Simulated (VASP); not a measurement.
Sn2As3, 5 atoms in the cell. Symmetry: P-3m1, No. 164, trigonal system. The conventional cell has a = 3.899 Å, b = 3.899 Å, c = 9.681 Å, α = 90.00°, β = 90.00°, γ = 120.00°. Sn (site symmetry 3m) has 7 As at 2.86 to 3.76 Å and 6 Sn at 3.90 Å within 3.9 Å. As (site symmetry -3m) has 6 Sn at 2.86 Å and 6 As at 3.90 Å within 3.9 Å. Within 3.5 Å of As (site symmetry 3m) lie 3 As at 2.63 Å and 3 Sn at 3.28 Å. 

| Quantity | Value |
| --- | --- |
| Program | VASP 6.6.1 |
| Task | single point |
| Functional | PBE |
| Potentials or basis | VASP PAW PBE potentials, release 64 (Sn_d, As) |
| Cutoff | 520 eV |
| k mesh | 12 × 12 × 4 |
| Occupations | gaussian, width 0.1 eV |
| Spin | no spin polarisation |
| Dipole correction | no |
| Further INCAR settings | ALGO = Normal; EDIFF = 1e-07; NBANDS = 30 |

Potentials or basis: VASP PAW PBE potentials, release 64 (Sn_d, As).

Run with:

```bash
$ cat potpaw_PBE.64/Sn_d/POTCAR potpaw_PBE.64/As/POTCAR > POTCAR
$ mpirun -np 1 vasp_std > vasp.out
```

Hardware: 1 thread of Intel(R) Xeon(R) 6975P-C (Granite Rapids), with other jobs on the host.

Task: How long does it take, and how much memory?

Result: Wall time 120 s on 1 thread of Intel(R) Xeon(R) 6975P-C (Granite Rapids), with other jobs on the host, peak memory 0.38 GiB. Counts: scf iterations 14, k points 69.
